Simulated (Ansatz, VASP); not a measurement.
# Two plane-wave programs on YMg6Cr

The input INCAR:

```
SYSTEM = YMg6Cr
PREC = Accurate
ENCUT = 520
EDIFF = 1E-7
ISMEAR = -1
SIGMA = 0.05
LREAL = .False.
LASPH = .True.
NELM = 150
ALGO = Fast
ISIF = 2
LWAVE = .False.
LCHARG = .False.
ISPIN = 2
MAGMOM = 0 3 0 0 0 0 0 0
LORBIT = 11
LMAXMIX = 4
GGA = PE
NBANDS = 32
```

The input KPOINTS:

```
Automatic mesh
0
Gamma
  5 5 5
  0 0 0
```

File POSCAR:

```
YMg6Cr
1.0
    5.0140232143      0.0000000000      0.0000000000
    0.0000000000      3.2081463283      5.5684341008
    0.0000000000     -3.2081463283      5.5684341008
Y Cr Mg
1 1 6
Direct
    0.0000000000      0.8259090000      0.8259090000
    0.5000000000      0.6653350000      0.6653350000
    0.5000000000      0.1668110000      0.1668110000
    0.5000000000      0.6664040000      0.1767440000
    0.5000000000      0.1767440000      0.6664040000
    0.0000000000      0.3376130000      0.3376130000
    0.0000000000      0.8205750000      0.3406090000
    0.0000000000      0.3406090000      0.8205750000
```

The input input.yaml:

```yaml
crystal:
  lattice:
    - [5.0140232143, 0.0, 0.0]
    - [0.0, 3.2081463283, 5.5684341008]
    - [0.0, -3.2081463283, 5.5684341008]
  atoms:
    - { symbol: "Y", position: [0.0, 0.825909, 0.825909] }
    - { symbol: Cr, position: [0.5, 0.665335, 0.665335], spin: 3.0 }
    - { symbol: Mg, position: [0.5, 0.166811, 0.166811] }
    - { symbol: Mg, position: [0.5, 0.666404, 0.176744] }
    - { symbol: Mg, position: [0.5, 0.176744, 0.666404] }
    - { symbol: Mg, position: [0.0, 0.337613, 0.337613] }
    - { symbol: Mg, position: [0.0, 0.820575, 0.340609] }
    - { symbol: Mg, position: [0.0, 0.340609, 0.820575] }
hamiltonian:
  xc: pbe
  pseudopotentials: { kind: paw }
magnetization:
  spin_polarized: true
kpoints:
  mp_grid: { grid: [5, 5, 5] }
scf:
  occupations: { method: fermi_dirac, width: 0.05 }
output:
  forces: true
  stress: true
  eigenvalues: true
```

Alike in both runs: task single point; functional PBE; k mesh 5 × 5 × 5; occupations fermi-dirac, width 0.05 eV; collinear spin.

|  | VASP | Ansatz |
| --- | --- | --- |
| version | VASP 6.6.1 | Ansatz 0.2.0 |
| potentials or method | VASP PAW PBE potentials, release 64 (Y_sv, Cr_pv, Mg) | Ansatz PAW |
| plane-wave cutoff (eV) | 520 | 420 |
| valence electrons in the cell | 35 | 85 |

Ansatz gave:

- gap on the k mesh at the Fermi level (eV): none
- pressure (GPa): 1.7
- traceless stress, the component that is largest in VASP (GPa): -0.06
- rms of the force components (eV/Å): 0.019
- net moment per atom (μB): 0.51
- size of the moment on the site where the two differ most (μB): 3.81

What did VASP give for the same quantities?

gap on the k mesh at the Fermi level (eV): none; pressure (GPa): 1.6; traceless stress, the component that is largest in VASP (GPa): -0.06; rms of the force components (eV/Å): 0.019; net moment per atom (μB): 0.51; size of the moment on the site where the two differ most (μB): 3.67.

Site moments also hang on the region over which each program counts them. Atom by atom the forces differ by 0.002 eV/Å (rms over components). A gap of «none» marks a metal or a gap that the smearing closes. The functional is the same, so the differences come from potentials, cutoffs and numerics. VASP's potentials hold 35 valence electrons a cell and Ansatz's 85, so a difference there can come from the potentials and not from the codes.
